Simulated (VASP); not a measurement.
KF, 2 atoms in the cell. Symmetry: Fm-3m, No. 225, cubic system. The conventional cell has a = 5.366 Å, b = 5.366 Å, c = 5.366 Å, α = 90.00°, β = 90.00°, γ = 90.00°. Within 3.5 Å of K (site symmetry m-3m) lie 6 F at 2.68 Å. F (site symmetry m-3m) has 6 K at 2.68 Å within 3.5 Å.  This cell differs from its parent crystal: volume scaled by 0.97.

* Program: VASP 6.6.1
* Task: single point
* Functional: PBE
* Potentials or basis: VASP PAW PBE potentials, release 64 (K_sv, F)
* Cutoff: 520 eV
* k mesh: 8 × 8 × 8
* Occupations: gaussian, width 0.02 eV
* Spin: no spin polarisation
* Dipole correction: no
* Further INCAR settings: ALGO = Normal; EDIFF = 1e-07; NBANDS = 15

Potentials or basis: VASP PAW PBE potentials, release 64 (K_sv, F).

Command:

```sh
$ cat potpaw_PBE.64/K_sv/POTCAR potpaw_PBE.64/F/POTCAR > POTCAR
$ mpirun -np 1 vasp_std > vasp.out
```

Hardware: 1 thread of AMD EPYC 9R45 96-Core Processor (Zen 5), on a shared host.

**Question.** How long does it take, and how much memory?

**Answer.** Wall time 10 s on 1 thread of AMD EPYC 9R45 96-Core Processor (Zen 5), with other jobs on the host, peak memory 0.13 GiB. Counts: scf iterations 14, k points 29.
